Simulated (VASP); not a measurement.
Here is a VASP 6.6.1 calculation.

Contents of INCAR:

```
PREC = Accurate ; ENCUT = 520
EDIFF = 1E-7 ; ISMEAR = -1
SIGMA = 0.086 ; LREAL = Auto
LASPH = T ; NELM = 100
ALGO = Normal ; ISIF = 2
LWAVE = F ; LCHARG = T
GGA = PE ; LELF = T
LVHAR = T ; NBANDS = 46
```

Contents of KPOINTS:

```
Automatic mesh
0
Gamma
  2 2 2
```

File POSCAR:

```
Si
1.0
    0.0000000000      5.4442377923      5.4442377923
    5.4442377923      0.0000000000      5.4442377923
    5.4442377923      5.4442377923      0.0000000000
Si
16
Direct
    0.0121519306      0.0039463743     -0.0161668177
    0.1366336351      0.1100848315      0.1093951114
    0.0059009179     -0.0215414911      0.5075924501
    0.1337932926      0.1172203574      0.6388621571
   -0.0157329645      0.5145184885     -0.0135029003
    0.1271318459      0.6072433141      0.1312062454
   -0.0105920245      0.4904085020      0.5274528060
    0.1364698840      0.6141400555      0.6224628000
    0.4963174099      0.0110706039     -0.0022759843
    0.6272520838      0.1090401490      0.1416632648
    0.4922670725      0.0046708099      0.5027649608
    0.6210719717      0.1434640678      0.6328438675
    0.5023384548      0.5025880765     -0.0092091863
    0.6150025270      0.6258371015      0.1246200159
    0.5007145360      0.5112563239      0.4982113389
    0.6192796179      0.6560524423      0.6040796941
```

Potentials or basis: VASP PAW PBE potentials, release 64 (Si).

Launch:

```console
$ cat potpaw_PBE.64/Si/POTCAR > POTCAR
$ mpirun -np 1 vasp_std > vasp.out
```

Task: Predict the band gap on the k mesh.

Result: 0.11 eV.

Task: Predict the largest force.

Result: 3.181 eV/Å.

Task: Estimate the pressure.

Result: 2.7 GPa.

Forces in eV/Å, atoms in the order of the input:
```
Si   0.480  1.238 -2.891
Si   2.441  0.099  0.199
Si   0.721 -0.895  1.318
Si  -1.268 -2.454 -0.172
Si  -0.246  1.753 -0.481
Si   0.613 -0.298  0.107
Si  -1.117 -0.988  0.806
Si   0.388 -0.218 -0.330
Si  -0.372  0.905 -0.289
Si  -0.392 -1.047  1.525
Si   1.541  0.457  1.829
Si  -1.636  0.054 -0.231
Si  -0.387 -0.091 -0.640
Si   0.253 -0.361  0.493
Si  -0.430 -0.094  0.331
Si  -0.589  1.941 -1.576
```

Caveat: the k points lie up to 0.50 Å⁻¹ apart; forces of over 1 eV/Å act on the atoms, so gaps and moduli don't describe the material at rest.
